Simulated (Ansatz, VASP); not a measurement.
## N: VASP beside Ansatz

```xyz
1
Lattice="-1.2185 1.2185 1.2185 1.2185 -1.2185 1.2185 1.2185 1.2185 -1.2185" Properties=species:S:1:pos:R:3 pbc="T T T"
N     0.0000    0.0000    0.0000
```

Alike in both runs: task single point; functional PBE; k mesh 16 × 16 × 16; occupations fermi-dirac, width 0.05 eV; no spin polarisation.

```csv
,VASP,Ansatz
version,VASP 6.6.1,Ansatz 0.2.0
potentials or method,"VASP PAW PBE potentials, release 64 (N), cutoff 600 eV","all-electron LAPW, non-relativistic"
```

Ansatz gave:

- pressure (GPa): 0.1

Task: What did VASP give for the same quantities?

Result: Pressure (GPa): -0.5.

Ansatz ran all-electron here, and VASP with PAW potentials.
